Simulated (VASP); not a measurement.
# Al6Fe5Co (P4/mmm) in VASP: single point with PBE

Aim: the single point of Al6Fe5Co with PBE.

Everything below comes from runs of VASP 6.6.1. Logs are shortened: lines on timing, memory, paths and dates and some standing lists are left out, and cuts for length are marked.

## (1) The cell of the first run

The structure is tetragonal, space group P4/mmm (No. 123). The conventional cell has a = 2.869 Å, b = 2.869 Å, c = 17.236 Å, α = 90.00°, β = 90.00°, γ = 90.00°. Within 3.3 Å of Al (site symmetry 4mm) lie 8 Fe at 2.49 Å and 6 Al at 2.87 to 2.88 Å. Al (site symmetry 4mm) has 8 Fe at 2.48 to 2.49 Å and 6 Al at 2.86 to 2.88 Å within 3.3 Å. Within 3.3 Å of Al (site symmetry 4mm) lie 4 Fe at 2.48 Å and 4 Co at 2.49 Å and 6 Al at 2.86 to 2.87 Å. Within 3.3 Å of Co (site symmetry 4/mmm) lie 8 Al at 2.49 Å and 4 Co at 2.87 Å and 2 Fe at 2.87 Å. Fe (site symmetry 4/mmm) has 8 Al at 2.49 Å and 6 Fe at 2.87 to 2.88 Å within 3.3 Å. Within 3.3 Å of Fe (site symmetry 4mm) lie 8 Al at 2.49 Å and 6 Fe at 2.87 to 2.88 Å. Within 3.3 Å of Fe (site symmetry 4mm) lie 8 Al at 2.48 Å and 5 Fe at 2.87 Å and 1 Co at 2.87 Å.

## (2) Single point, PBE, collinear spin, ferromagnetic start

Input file INCAR:

```
SYSTEM = Al6Fe5Co
ALGO = Normal
EDIFF = 1E-6
ENCUT = 520
GGA = PE
ISIF = 2
ISMEAR = 0
ISPIN = 2
LASPH = .True.
LCHARG = .False.
LMAXMIX = 4
LORBIT = 11
LREAL = .False.
LWAVE = .False.
MAGMOM = 0 0 0 0 0 0 0 0.76 0.76 0.76 0.76 0.76
NBANDS = 50
NELM = 150
PREC = Accurate
SIGMA = 0.1
```

Input file KPOINTS:

```
k-points
0
Gamma
  6 6 1
  0 0 0
```

Input file POSCAR:

```
Al6Fe5Co
1.0
    2.8689299000      0.0000000000      0.0000000000
    0.0000000000      2.8689299000      0.0000000000
    0.0000000000      0.0000000000     17.2362821000
Al Co Fe
6 1 5
Direct
    0.0000000000      0.0000000000      0.5835090000
    0.0000000000      0.0000000000      0.4164910000
    0.0000000000      0.0000000000      0.2493540000
    0.0000000000      0.0000000000      0.0833320000
    0.0000000000      0.0000000000      0.9166680000
    0.0000000000      0.0000000000      0.7506460000
    0.5000000000      0.5000000000      0.0000000000
    0.5000000000      0.5000000000      0.5000000000
    0.5000000000      0.5000000000      0.3328060000
    0.5000000000      0.5000000000      0.1664530000
    0.5000000000      0.5000000000      0.8335470000
    0.5000000000      0.5000000000      0.6671940000
```

Potentials or basis: VASP PAW PBE potentials, release 64 (Al, Co, Fe).

On the command line:

```console
cat potpaw_PBE.64/Al/POTCAR potpaw_PBE.64/Co/POTCAR potpaw_PBE.64/Fe/POTCAR > POTCAR
mpirun -np 1 vasp_std > vasp.out
```

OUTCAR:

```text
SYSTEM = Al6Fe5Co
   EDIFF = 1E-6
   ENCUT = 520
   GGA = PE
   ISIF = 2
   ISMEAR = 0
   ISPIN = 2
   LASPH = .True.
   LORBIT = 11
   LREAL = .False.
   NELM = 150
   PREC = Accurate

 ion  position               nearest neighbor table
   1  0.000  0.000  0.584-   8 2.49   8 2.49   8 2.49   8 2.49  12 2.49  12 2.49  12 2.49  12 2.49
                             2 2.88   6 2.88
   2  0.000  0.000  0.416-   8 2.49   8 2.49   8 2.49   8 2.49   9 2.49   9 2.49   9 2.49   9 2.49
                             1 2.88   3 2.88
   3  0.000  0.000  0.249-  10 2.48  10 2.48  10 2.48  10 2.48   9 2.49   9 2.49   9 2.49   9 2.49
                             4 2.86   2 2.88
   4  0.000  0.000  0.083-  10 2.48  10 2.48  10 2.48  10 2.48   7 2.49   7 2.49   7 2.49   7 2.49
                             3 2.86   5 2.87
   5  0.000  0.000  0.917-  11 2.48  11 2.48  11 2.48  11 2.48   7 2.49   7 2.49   7 2.49   7 2.49
                             6 2.86   4 2.87
   6  0.000  0.000  0.751-  11 2.48  11 2.48  11 2.48  11 2.48  12 2.49  12 2.49  12 2.49  12 2.49
                             5 2.86   1 2.88
   7  0.500  0.500  0.000-   4 2.49   5 2.49   4 2.49   5 2.49   4 2.49   5 2.49   4 2.49   5 2.49
                            10 2.87  11 2.87
   8  0.500  0.500  0.500-   1 2.49   2 2.49   1 2.49   2 2.49   1 2.49   2 2.49   1 2.49   2 2.49
                             9 2.88  12 2.88
   9  0.500  0.500  0.333-   3 2.49   3 2.49   3 2.49   3 2.49   2 2.49   2 2.49   2 2.49   2 2.49
                            10 2.87   8 2.88
  10  0.500  0.500  0.166-   3 2.48   3 2.48   3 2.48   3 2.48   4 2.48   4 2.48   4 2.48   4 2.48
                             9 2.87   7 2.87
  11  0.500  0.500  0.834-   6 2.48   6 2.48   6 2.48   6 2.48   5 2.48   5 2.48   5 2.48   5 2.48
                            12 2.87   7 2.87
  12  0.500  0.500  0.667-   6 2.49   6 2.49   6 2.49   6 2.49   1 2.49   1 2.49   1 2.49   1 2.49
                            11 2.87   8 2.88

  LATTYP: Found a simple tetragonal cell.
 ALAT       =     2.8689299000
 C/A-ratio  =     6.0079132990

  Lattice vectors:

 A1 = (   2.8689299000,   0.0000000000,   0.0000000000)
 A2 = (   0.0000000000,   2.8689299000,   0.0000000000)
 A3 = (   0.0000000000,   0.0000000000,  17.2362821000)

Analysis of symmetry for initial positions (statically):
=====================================================================
 Subroutine PRICEL returns:
 Original cell was already a primitive cell.

 Routine SETGRP: Setting up the symmetry group for a
 simple tetragonal supercell.

 Subroutine GETGRP returns: Found 16 space group operations
 (whereof 16 operations were pure point group operations)
 out of a pool of 16 trial point group operations.

The static configuration has the point symmetry D_4h.

Analysis of symmetry for dynamics (positions and initial velocities):
=====================================================================
 Subroutine PRICEL returns:
 Original cell was already a primitive cell.

 Routine SETGRP: Setting up the symmetry group for a
 simple tetragonal supercell.

 Subroutine GETGRP returns: Found 16 space group operations
 (whereof 16 operations were pure point group operations)
 out of a pool of 16 trial point group operations.

The dynamic configuration has the point symmetry D_4h.

Analysis of structural, dynamic, and magnetic symmetry:
=====================================================================
 Subroutine PRICEL returns:
 Original cell was already a primitive cell.

 Routine SETGRP: Setting up the symmetry group for a
 simple tetragonal supercell.

 Subroutine GETGRP returns: Found 16 space group operations
 (whereof 16 operations were pure point group operations)
 out of a pool of 16 trial point group operations.

The overall configuration has the point symmetry D_4h.

 Subroutine INISYM returns: Found 16 space group operations
 (whereof 16 operations are pure point group operations),
 and found     1 'primitive' translations

----------------------------------------------------------------------------------------

                                     Primitive cell

  volume of cell :     141.8677

  direct lattice vectors                    reciprocal lattice vectors
     2.868929900  0.000000000  0.000000000     0.348562020  0.000000000  0.000000000
     0.000000000  2.868929900  0.000000000     0.000000000  0.348562020  0.000000000
     0.000000000  0.000000000 17.236282100     0.000000000  0.000000000  0.058017152

  length of vectors
     2.868929900  2.868929900 17.236282100     0.348562020  0.348562020  0.058017152

  position of ions in fractional coordinates (direct lattice)
     0.000000000  0.000000000  0.583509000
     0.000000000  0.000000000  0.416491000
     0.000000000  0.000000000  0.249354000
     0.000000000  0.000000000  0.083332000
     0.000000000  0.000000000  0.916668000
     0.000000000  0.000000000  0.750646000
     0.500000000  0.500000000  0.000000000
[... 54 lines left out ...]
  0.333333  0.166667  0.000000      8.000000
  0.500000  0.166667  0.000000      4.000000
  0.333333  0.333333  0.000000      4.000000
  0.500000  0.333333  0.000000      4.000000
  0.500000  0.500000  0.000000      1.000000
   k-points           NKPTS =     10   k-points in BZ     NKDIM =     10   number of bands    NBANDS=     50
   number of dos      NEDOS =    301   number of ions     NIONS =     12
   total plane-waves  NPLWV =  73728
   dimension x,y,z NGX =    24 NGY =   24 NGZ =  128
   dimension x,y,z NGXF=    48 NGYF=   48 NGZF=  256
   ions per type =               6   1   5
   NGX,Y,Z   is equivalent  to a cutoff of  13.91, 13.91, 12.35 a.u.
   NGXF,Y,Z  is equivalent  to a cutoff of  27.81, 27.81, 24.69 a.u.
 SYSTEM =  Al6Fe5Co
   PREC   = accura    normal or accurate (medium, high low for compatibility)
   ISTART =      0    job   : 0-new  1-cont  2-samecut
   ICHARG =      2    charge: 1-file 2-atom 10-const
   ISPIN  =      2    spin polarized calculation?
   LNONCOLLINEAR =      F non collinear calculations
   LSORBIT =      F    spin-orbit coupling
   LASPH  =      T    aspherical Exc in radial PAW
   ENCUT  =  520.0 eV  38.22 Ry    6.18 a.u.   5.33  5.33 32.05*2*pi/ulx,y,z
   NELM   =    150;   NELMIN=  2; NELMDL= -5     # of ELM steps
   EDIFF  = 0.1E-05   stopping-criterion for ELM
   LREAL  =      F    real-space projection
   EDIFFG = 0.1E-04   stopping-criterion for IOM
   NSW    =      0    number of steps for IOM
   IBRION =     -1    ionic relax: 0-MD 1-quasi-New 2-CG
   NFREE  =      0    steps in history (QN), initial steepest desc. (CG)
   ISIF   =      2    stress and relaxation
   ISYM   =      2    0-nonsym 1-usesym 2-fastsym
   POTIM  = 0.5000    time-step for ionic-motion
   TEBEG  =    0.0;   TEEND  =   0.0 temperature during run
   PSTRESS=    0.0 pullay stress
   NELECT =      67.0000    total number of electrons
   NUPDOWN=      -1.0000    fix difference up-down
   EMIN   =  10.00;   EMAX   =-10.00  energy-range for DOS
   EFERMI =   0.00;   METHOD = LEGACY
   ISMEAR =     0;   SIGMA  =   0.10  broadening in eV -4-tet -1-fermi 0-gaus
   EFERMI_NEDOS =   21; number of points for ismear=-14 and -15
   IALGO  =     38    algorithm
   IMIX   =      4    mixing-type and parameters
     AMIX     =   0.40;   BMIX     =  1.00
     AMIX_MAG =   1.60;   BMIX_MAG =  1.00
  volume/ion in A,a.u.               =      11.82        79.78
  Fermi-wavevector in a.u.,A,eV,Ry     =   1.274888  2.409188 22.114076  1.625339
  Thomas-Fermi vector in A             =   2.407631
   LORBIT       =     11    0 simple, 1 ext, 2 COOP (PROOUT), +10 PAW based schemes
   GGA     = PE    functional components
   LHFCALC =     F    Hartree Fock is set to
   AEXX    =    0.0000 exact exchange contribution
   IVDW    =     0    specifies the selected vdW correction
   LEPSILON=     F    determine dielectric tensor
   LRPA    =     F    only Hartree local field effects (RPA)
 spin polarized calculation
 Gauss-broadening in eV      SIGMA  =   0.10
  energy-cutoff  :      520.00
  volume of cell :      141.87
 maximum number of plane-waves:      3867
 NGX is ok and might be reduce to    24
   NGX = 11   NGY = 11   NGZ = 65

 number of electron      66.9999988 magnetization       3.4618046

 Free energy of the ion-electron system (eV)
  ---------------------------------------------------
  ext. energy  EPLUGINS =         0.00000000
  ---------------------------------------------------
  free energy    TOTEN  =       -75.37017142 eV

  energy without entropy =      -75.33112731  energy(sigma->0) =      -75.35064936

 E-fermi :   8.3716     XC(G=0): -12.1673

 val. band max:        8.3678577916   @ k =   0.1667   0.0000   0.0000
 cond. band min:       8.3755146699   @ k =   0.5000   0.1667   0.0000
 fundamental gap:      0.0076568783
 Fermi energy:         8.3715916440

 spin component 1

 k-point     1 :       0.0000    0.0000    0.0000
  band No.  band energies     occupation
      1      -2.1084      1.00000
      2      -1.6079      1.00000
      3      -1.5349      1.00000
      4      -0.0916      1.00000
      5      -0.0588      1.00000
      6       2.1018      1.00000
[... 469 lines left out ...]
     44      11.3137      0.00000
     45      11.5230      0.00000
 Fermi energy:         8.3715916440

 spin component 2

 k-point     1 :       0.0000    0.0000    0.0000
  band No.  band energies     occupation
      1      -2.0822      1.00000
      2      -1.5819      1.00000
      3      -1.5119      1.00000
      4      -0.0683      1.00000
      5      -0.0337      1.00000
      6       2.0992      1.00000
[... 469 lines left out ...]
     44      11.3834      0.00000
     45      11.7335      0.00000
 [bands above 45 left out]

------------------------ aborting loop because EDIFF is reached ----------------------------------------

  FORCE on cell =-STRESS in cart. coord.  units (eV):
  Direction    XX          YY          ZZ          XY          YZ          ZX
  --------------------------------------------------------------------------------------
  -------------------------------------------------------------------------------------
  Total        0.0784134      0.0784134     -0.2847176      0.0000000      0.0000000      0.0000000
  in kB        0.8855584      0.8855584     -3.2154479      0.0000000      0.0000000      0.0000000
  external PRESSURE =      -0.4814437 kB  Pullay stress =       0.0000000 kB

 VOLUME and BASIS-vectors are now :
 -----------------------------------------------------------------------------
  energy-cutoff  :      520.00
  volume of cell :      141.87
      direct lattice vectors                 reciprocal lattice vectors
     2.868929900  0.000000000  0.000000000     0.348562020  0.000000000  0.000000000
     0.000000000  2.868929900  0.000000000     0.000000000  0.348562020  0.000000000
     0.000000000  0.000000000 17.236282100     0.000000000  0.000000000  0.058017152

 POSITION                                       TOTAL-FORCE (eV/Angst)
 -----------------------------------------------------------------------------------
      0.00000      0.00000     10.05753        -0.000000      0.000000      0.006928
      0.00000      0.00000      7.17876         0.000000      0.000000     -0.006928
      0.00000      0.00000      4.29794         0.000000      0.000000      0.014763
      0.00000      0.00000      1.43633         0.000000      0.000000      0.059658
      0.00000      0.00000     15.79995         0.000000      0.000000     -0.059658
      0.00000      0.00000     12.93835         0.000000      0.000000     -0.014763
      1.43446      1.43446      0.00000         0.000000      0.000000      0.000000
      1.43446      1.43446      8.61814         0.000000      0.000000      0.000000
      1.43446      1.43446      5.73634         0.000000     -0.000000      0.048128
      1.43446      1.43446      2.86903         0.000000     -0.000000     -0.046246
      1.43446      1.43446     14.36725         0.000000      0.000000      0.046246
      1.43446      1.43446     11.49994         0.000000     -0.000000     -0.048128
 -----------------------------------------------------------------------------------
    total drift:                                0.000000     -0.000000     -0.000000

  FREE ENERGIE OF THE ION-ELECTRON SYSTEM (eV)
  ---------------------------------------------------
  free  energy   TOTEN  =       -75.3701714163 eV

  energy  without entropy=      -75.3311273083  energy(sigma->0) =      -75.35064936

 total charge

# of ion       s       p       d       tot
------------------------------------------
    1        0.400   0.436   0.000   0.835
    2        0.400   0.436   0.000   0.835
    3        0.400   0.438   0.000   0.838
    4        0.397   0.429   0.000   0.826
    5        0.397   0.429   0.000   0.826
    6        0.400   0.438   0.000   0.838
    7        0.430   0.489   7.488   8.407
    8        0.434   0.509   6.476   7.418
    9        0.434   0.510   6.472   7.416
   10        0.433   0.511   6.490   7.433
   11        0.433   0.511   6.490   7.433
   12        0.434   0.510   6.472   7.416
--------------------------------------------------
tot          4.992   5.643  39.887  50.521

 magnetization (x)

# of ion       s       p       d       tot
------------------------------------------
    1       -0.008  -0.012   0.000  -0.020
    2       -0.008  -0.012   0.000  -0.020
    3       -0.008  -0.012   0.000  -0.020
    4       -0.004  -0.003   0.000  -0.007
    5       -0.004  -0.003   0.000  -0.007
    6       -0.008  -0.012   0.000  -0.020
    7       -0.000   0.013  -0.123  -0.110
    8       -0.001   0.014   0.738   0.751
    9       -0.001   0.013   0.766   0.778
   10       -0.000   0.013   0.666   0.678
   11       -0.000   0.013   0.666   0.678
   12       -0.001   0.013   0.766   0.778
--------------------------------------------------
tot         -0.043   0.023   3.479   3.459
```

Run time: 5.7 min. Hardware: 1 thread of Intel Xeon Platinum 8259CL at 2.50GHz (Skylake/Cascade Lake), shared host; peak memory 0.37 GiB.

What came out:

* Free energy: -75.3702 eV
* Pressure: 0.0 GPa
* Largest force: 0.060 eV/Å
* Net moment: 3.46 μB per cell
* Site moments: Al -0.02, -0.01 (each value once); Co -0.11; Fe +0.75, +0.78, +0.68 (each value once) μB
* Valence electrons inside the program's atomic spheres: Al 0.83, 0.84 (each value once); Co 8.41; Fe 7.42, 7.43 (each value once)

Forces on the atoms (eV/Å):
```
Al   0.000  0.000  0.007
Al   0.000  0.000 -0.007
Al   0.000  0.000  0.015
Al   0.000  0.000  0.060
Al   0.000  0.000 -0.060
Al   0.000  0.000 -0.015
Co   0.000  0.000  0.000
Fe   0.000  0.000  0.000
Fe   0.000  0.000  0.048
Fe   0.000  0.000 -0.046
Fe   0.000  0.000  0.046
Fe   0.000  0.000 -0.048
```

Stress tensor (GPa, compression positive):
```
 0.09  0.00  0.00
 0.00  0.09  0.00
 0.00  0.00 -0.32
```

Caveat: the k points lie up to 0.37 Å⁻¹ apart.
